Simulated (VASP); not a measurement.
# C in VASP: single point with PBE+D3(BJ)

Aim: the single point of C with PBE+D3(BJ).

All numbers are computed with VASP 6.6.1; they aren't measurements. Logs are shortened: lines on timing, memory, paths and dates and some standing lists are left out, and cuts for length are marked.

## (1) The cell of the first run

The cell holds a slab with vacuum, 4 atoms: a = 2.466 Å, b = 2.466 Å, c = 17.500 Å, α = 90.00°, β = 90.00°, γ = 120.00°.

## (2) Single point, PBE+D3(BJ)

Input file INCAR:

```
PREC = Accurate
ENCUT = 520
EDIFF = 1E-7
ISMEAR = 0
SIGMA = 0.1
LREAL = False
LASPH = True
NELM = 100
ALGO = Normal
ISIF = 2
LWAVE = False
LCHARG = True
LDIPOL = True
IDIPOL = 3
DIPOL = 0.5 0.5 0.345
GGA = PE
IVDW = 12
LELF = True
LVHAR = True
LVACPOTAV = True
NBANDS = 16
```

Input file KPOINTS:

```
Automatic mesh
0
Gamma
  15 15 1
```

Input file POSCAR:

```
C
1.0
    2.4656524415      0.0000000000      0.0000000000
   -1.2328262207      2.1353176512      0.0000000000
    0.0000000000      0.0000000000     17.5000663887
C
4
Direct
    0.6666666667      0.3333333333      0.2571437785
    0.3333333333      0.6666666667      0.2571418816
    0.6666666667      0.3333333333      0.4320021548
    0.3333333333      0.6666666667      0.4320002580
```

Potentials or basis: VASP PAW PBE potentials, release 64 (C).

Launch:

```bash
$ cat potpaw_PBE.64/C/POTCAR > POTCAR
$ mpirun -np 1 vasp_std > vasp.out
```

OUTCAR:

```text
PREC = Accurate
   ENCUT = 520
   EDIFF = 1E-7
   ISMEAR = 0
   LREAL = False
   LASPH = True
   NELM = 100
   ISIF = 2
   GGA = PE
   IVDW = 12
 IVDW          = 12

 ion  position               nearest neighbor table
   1  0.667  0.333  0.257-   2 1.42   2 1.42   2 1.42
   2  0.333  0.667  0.257-   1 1.42   1 1.42   1 1.42
   3  0.667  0.333  0.432-   4 1.42   4 1.42   4 1.42
   4  0.333  0.667  0.432-   3 1.42   3 1.42   3 1.42

  LATTYP: Found a hexagonal cell.
 ALAT       =     2.4656524415
 C/A-ratio  =     7.0975398212

  Lattice vectors:

 A1 = (   2.4656524415,   0.0000000000,   0.0000000000)
 A2 = (  -1.2328262207,   2.1353176512,   0.0000000000)
 A3 = (   0.0000000000,   0.0000000000,  17.5000663887)

Analysis of symmetry for initial positions (statically):
=====================================================================
 Subroutine PRICEL returns:
 Original cell was already a primitive cell.

 Routine SETGRP: Setting up the symmetry group for a
 hexagonal supercell.

 Subroutine GETGRP returns: Found 24 space group operations
 (whereof 12 operations were pure point group operations)
 out of a pool of 24 trial point group operations.

The static configuration has the point symmetry C_6v.
 The point group associated with its full space group is D_6h.

Analysis of symmetry for dynamics (positions and initial velocities):
=====================================================================
 Subroutine PRICEL returns:
 Original cell was already a primitive cell.

 Routine SETGRP: Setting up the symmetry group for a
 hexagonal supercell.

 Subroutine GETGRP returns: Found 24 space group operations
 (whereof 12 operations were pure point group operations)
 out of a pool of 24 trial point group operations.

The dynamic configuration has the point symmetry C_6v.
 The point group associated with its full space group is D_6h.

 Subroutine INISYM returns: Found 24 space group operations
 (whereof 12 operations are pure point group operations),
 and found     1 'primitive' translations

----------------------------------------------------------------------------------------

                                     Primitive cell

  volume of cell :      92.1370

  direct lattice vectors                    reciprocal lattice vectors
     2.465652442  0.000000000  0.000000000     0.405572165  0.234157199  0.000000000
    -1.232826221  2.135317651  0.000000000     0.000000000  0.468314398  0.000000000
     0.000000000  0.000000000 17.500066389     0.000000000  0.000000000  0.057142640

  length of vectors
     2.465652442  2.465652441 17.500066389     0.468314398  0.468314398  0.057142640

  position of ions in fractional coordinates (direct lattice)
     0.666666667  0.333333333  0.257143779
     0.333333333  0.666666667  0.257141882
     0.666666667  0.333333333  0.432002155
     0.333333333  0.666666667  0.432000258

  ion indices of the primitive-cell ions
   primitive index   ion index
                 1           1
                 2           2
                 3           3
                 4           4

----------------------------------------------------------------------------------------

 KPOINTS: Automatic mesh

Automatic generation of k-mesh.
 Grid dimensions read from file:
 generate k-points for:   15   15    1

 Generating k-lattice:

  Cartesian coordinates                     Fractional coordinates (reciprocal lattice)
     0.027038144  0.015610480  0.000000000     0.066666667 -0.000000000  0.000000000
     0.000000000  0.031220960  0.000000000     0.000000000  0.066666667  0.000000000
     0.000000000  0.000000000  0.057142640     0.000000000  0.000000000  1.000000000

  Length of vectors
     0.031220960  0.031220960  0.057142640

  Shift w.r.t. Gamma in fractional coordinates (k-lattice)
     0.000000000  0.000000000  0.000000000

 Subroutine IBZKPT returns following result:
 ===========================================

 Found     27 irreducible k-points:

 Following reciprocal coordinates:
            Coordinates               Weight
  0.000000  0.000000  0.000000      1.000000
  0.066667  0.000000  0.000000      6.000000
  0.133333  0.000000  0.000000      6.000000
  0.200000  0.000000  0.000000      6.000000
  0.266667  0.000000  0.000000      6.000000
  0.333333  0.000000  0.000000      6.000000
[... 16 lines left out ...]
  0.333333  0.200000  0.000000     12.000000
  0.400000  0.200000  0.000000      6.000000
 [... further k-points ...]
   k-points           NKPTS =     27   k-points in BZ     NKDIM =     27   number of bands    NBANDS=     16
   number of dos      NEDOS =    301   number of ions     NIONS =      4
   total plane-waves  NPLWV =  45360
   dimension x,y,z NGX =    18 NGY =   18 NGZ =  140
   dimension x,y,z NGXF=    36 NGYF=   36 NGZF=  280
   ions per type =               4
   NGX,Y,Z   is equivalent  to a cutoff of  12.14, 12.14, 13.30 a.u.
   NGXF,Y,Z  is equivalent  to a cutoff of  24.27, 24.27, 26.60 a.u.
 SYSTEM =  unknown system
   PREC   = accura    normal or accurate (medium, high low for compatibility)
   ISTART =      0    job   : 0-new  1-cont  2-samecut
   ICHARG =      2    charge: 1-file 2-atom 10-const
   ISPIN  =      1    spin polarized calculation?
   LNONCOLLINEAR =      F non collinear calculations
   LSORBIT =      F    spin-orbit coupling
   LASPH  =      T    aspherical Exc in radial PAW
   ENCUT  =  520.0 eV  38.22 Ry    6.18 a.u.   4.58  4.58 32.54*2*pi/ulx,y,z
   NELM   =    100;   NELMIN=  2; NELMDL= -5     # of ELM steps
   EDIFF  = 0.1E-06   stopping-criterion for ELM
   LREAL  =      F    real-space projection
   EDIFFG = 0.1E-05   stopping-criterion for IOM
   NSW    =      0    number of steps for IOM
   IBRION =     -1    ionic relax: 0-MD 1-quasi-New 2-CG
   NFREE  =      0    steps in history (QN), initial steepest desc. (CG)
   ISIF   =      2    stress and relaxation
   ISYM   =      2    0-nonsym 1-usesym 2-fastsym
   POTIM  = 0.5000    time-step for ionic-motion
   TEBEG  =    0.0;   TEEND  =   0.0 temperature during run
   PSTRESS=    0.0 pullay stress
   NELECT =      16.0000    total number of electrons
   NUPDOWN=      -1.0000    fix difference up-down
   EMIN   =  10.00;   EMAX   =-10.00  energy-range for DOS
   EFERMI =   0.00;   METHOD = LEGACY
   ISMEAR =     0;   SIGMA  =   0.10  broadening in eV -4-tet -1-fermi 0-gaus
   EFERMI_NEDOS =   21; number of points for ismear=-14 and -15
   IALGO  =     38    algorithm
   IMIX   =      4    mixing-type and parameters
     AMIX     =   0.40;   BMIX     =  1.00
     AMIX_MAG =   1.60;   BMIX_MAG =  1.00
  volume/ion in A,a.u.               =      23.03       155.44
  Fermi-wavevector in a.u.,A,eV,Ry     =   0.913349  1.725980 11.350070  0.834207
  Thomas-Fermi vector in A             =   2.037850
   LORBIT       =      0    0 simple, 1 ext, 2 COOP (PROOUT), +10 PAW based schemes
   GGA     = PE    functional components
   LHFCALC =     F    Hartree Fock is set to
   AEXX    =    0.0000 exact exchange contribution
   IVDW    =    12    specifies the selected vdW correction
   LEPSILON=     F    determine dielectric tensor
   LRPA    =     F    only Hartree local field effects (RPA)
 non-spin polarized calculation
 Gauss-broadening in eV      SIGMA  =   0.10
  energy-cutoff  :      520.00
  volume of cell :       92.14
 maximum number of plane-waves:      2516
   NGX =  9   NGY =  9   NGZ = 65

 dipolmoment           0.000000      0.000000      0.000214 electrons x Angstroem

 number of electron      15.9999998 magnetization

 dipolmoment           0.000000      0.000000     -0.000129 electrons x Angstroem

 Free energy of the ion-electron system (eV)
  ---------------------------------------------------
  ext. energy  EPLUGINS =         0.00000000
  ---------------------------------------------------
  free energy    TOTEN  =       -36.75058106 eV

  energy without entropy =      -36.75058106  energy(sigma->0) =      -36.75058106

 E-fermi :  -0.9307     XC(G=0):  -4.3673

 val. band max:       -1.3576488335   @ k =   0.3333   0.2667   0.0000
 cond. band min:      -0.3762985984   @ k =   0.3333   0.2667   0.0000
 fundamental gap:      0.9813502352
 Fermi energy:        -0.9307480694

 k-point     1 :       0.0000    0.0000    0.0000
  band No.  band energies     occupation
      1     -20.5406      2.00000
      2     -20.2387      2.00000
      3      -9.2138      2.00000
      4      -7.6934      2.00000
      5      -3.9149      2.00000
      6      -3.9149      2.00000
[... 8 lines left out ...]
     15       7.3990      0.00000
     16       7.5116      0.00000

 k-point     2 :       0.0667    0.0000    0.0000
  band No.  band energies     occupation
      1     -20.4347      2.00000
      2     -20.1343      2.00000
      3      -9.0867      2.00000
      4      -7.5707      2.00000
      5      -4.3442      2.00000
      6      -4.2897      2.00000
[... 8 lines left out ...]
     15       7.5682      0.00000
     16       7.8513      0.00000

 k-point     3 :       0.1333    0.0000    0.0000
  band No.  band energies     occupation
      1     -20.1175      2.00000
      2     -19.8221      2.00000
      3      -8.7071      2.00000
      4      -7.2050      2.00000
      5      -5.4835      2.00000
      6      -5.4085      2.00000
[... 8 lines left out ...]
     15       7.6049      0.00000
     16       8.8734      0.00000

 k-point     4 :       0.2000    0.0000    0.0000
  band No.  band energies     occupation
      1     -19.5914      2.00000
      2     -19.3040      2.00000
      3      -8.0818      2.00000
      4      -7.0443      2.00000
      5      -6.9447      2.00000
      6      -6.6031      2.00000
[... 8 lines left out ...]
     15       7.4897      0.00000
     16       7.6674      0.00000

 k-point     5 :       0.2667    0.0000    0.0000
  band No.  band energies     occupation
      1     -18.8608      2.00000
      2     -18.5844      2.00000
      3      -8.7905      2.00000
      4      -8.6637      2.00000
      5      -7.2239      2.00000
      6      -6.0975      2.00000
[... 8 lines left out ...]
     15       7.2456      0.00000
     16       7.9300      0.00000

 k-point     6 :       0.3333    0.0000    0.0000
  band No.  band energies     occupation
      1     -17.9336      2.00000
      2     -17.6707      2.00000
      3     -10.5678      2.00000
      4     -10.4160      2.00000
      5      -6.6687      2.00000
      6      -6.6052      2.00000
[... 8 lines left out ...]
     15       7.6254      0.00000
     16       9.1930      0.00000
[... 267 lines left out ...]
 k-point    21 :       0.2000    0.2000    0.0000
  band No.  band energies     occupation
      1     -17.7311      2.00000
      2     -17.4715      2.00000
      3      -9.8697      2.00000
      4      -9.7297      2.00000
      5      -8.3739      2.00000
      6      -8.2698      2.00000
[... 8 lines left out ...]
     15       9.6185      0.00000
     16       9.8726      0.00000

 k-point    22 :       0.2667    0.2000    0.0000
  band No.  band energies     occupation
      1     -16.7281      2.00000
      2     -16.4828      2.00000
      3     -11.1622      2.00000
      4     -11.0028      2.00000
      5      -9.1981      2.00000
      6      -9.0836      2.00000
[... 8 lines left out ...]
     15      10.2471      0.00000
     16      10.3820      0.00000

 k-point    23 :       0.3333    0.2000    0.0000
  band No.  band energies     occupation
      1     -15.5762      2.00000
      2     -15.3464      2.00000
      3     -12.5963      2.00000
      4     -12.4172      2.00000
      5      -9.6271      2.00000
      6      -9.5078      2.00000
[... 8 lines left out ...]
     15      10.2574      0.00000
     16      11.0478      0.00000

 k-point    24 :       0.4000    0.2000    0.0000
  band No.  band energies     occupation
      1     -14.6455      2.00000
      2     -14.4225      2.00000
      3     -13.6372      2.00000
      4     -13.4496      2.00000
      5      -9.7606      2.00000
      6      -9.6398      2.00000
[... 8 lines left out ...]
     15      11.1136      0.00000
     16      11.3947      0.00000

 [... further k-points ...]

------------------------ aborting loop because EDIFF is reached ----------------------------------------

 Edisp (eV)   -0.50967

 E8    (eV) :    -0.1539

  FORCE on cell =-STRESS in cart. coord.  units (eV):
  Direction    XX          YY          ZZ          XY          YZ          ZX
  --------------------------------------------------------------------------------------
  -------------------------------------------------------------------------------------
  Total      -0.06593    -0.06593     1.29915    -0.00000     0.00000    -0.00000
  in kB      -1.14641    -1.14641    22.59095    -0.00000     0.00000    -0.00000
  external pressure =        6.77 kB  Pullay stress =        0.00 kB

 VOLUME and BASIS-vectors are now :
 -----------------------------------------------------------------------------
  energy-cutoff  :      520.00
  volume of cell :       92.14
      direct lattice vectors                 reciprocal lattice vectors
     2.465652442  0.000000000  0.000000000     0.405572165  0.234157199  0.000000000
    -1.232826221  2.135317651  0.000000000     0.000000000  0.468314398  0.000000000
     0.000000000  0.000000000 17.500066389     0.000000000  0.000000000  0.057142640

 POSITION                                       TOTAL-FORCE (eV/Angst)
 -----------------------------------------------------------------------------------
      1.23283      0.71177      4.50003        -0.000000     -0.000000     -0.216410
     -0.00000      1.42355      4.50000         0.000000      0.000000     -0.216410
      1.23283      0.71177      7.56007        -0.000000     -0.000000      0.216410
     -0.00000      1.42355      7.56003         0.000000      0.000000      0.216410
 -----------------------------------------------------------------------------------
    total drift:                               -0.000000     -0.000000     -0.029626

  FREE ENERGIE OF THE ION-ELECTRON SYSTEM (eV)
  ---------------------------------------------------
  free  energy   TOTEN  =       -37.2602512677 eV

  energy  without entropy=      -37.2602512676  energy(sigma->0) =      -37.26025127

 vacuum level on the upper side and lower side of the slab         3.463         3.467
```

It took 30 s on 1 thread of AMD EPYC 9R45 (Zen 5), shared host; peak memory 0.18 GiB.

Results:

```
Free energy                : -37.2603 eV
Largest force              : 0.216 eV/Å
Dispersion energy per atom : -0.127 eV
```

Forces on the atoms (eV/Å):
```
C    0.000  0.000 -0.216
C    0.000  0.000 -0.216
C    0.000  0.000  0.216
C    0.000  0.000  0.216
```
